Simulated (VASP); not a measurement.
C, 2 atoms in the cell. The structure is cubic, space group Fd-3m (No. 227). Conventional cell: a = 3.484 Å, b = 3.484 Å, c = 3.484 Å, α = 90.00°, β = 90.00°, γ = 90.00°. C (site symmetry -43m) has 4 C at 1.51 Å within 2.0 Å. 

- Program: VASP 6.6.1
- Task: single point
- Functional: PBEsol
- Potentials or basis: VASP PAW PBE potentials, release 64 (C)
- Cutoff: 520 eV
- k mesh: 13 × 13 × 13
- Occupations: fermi-dirac, width 0.05 eV
- Spin: no spin polarisation
- Dipole correction: no
- Further INCAR settings: ALGO = Normal; EDIFF = 1e-07; NBANDS = 11

Potentials or basis: VASP PAW PBE potentials, release 64 (C).

The run is started by

```bash
$ cat potpaw_PBE.64/C/POTCAR > POTCAR
$ mpirun -np 1 vasp_std > vasp.out
```

Hardware: 1 thread of Intel(R) Xeon(R) Platinum 8259CL CPU @ 2.50GHz (Skylake/Cascade Lake), on a shared host.

Q: How long does it take, and how much memory?

A: It took 7.1 s on 1 thread of Intel(R) Xeon(R) Platinum 8259CL CPU @ 2.50GHz (Skylake/Cascade Lake), with other jobs on the host, peak memory 0.12 GiB. Counts: scf iterations 12, k points 84.
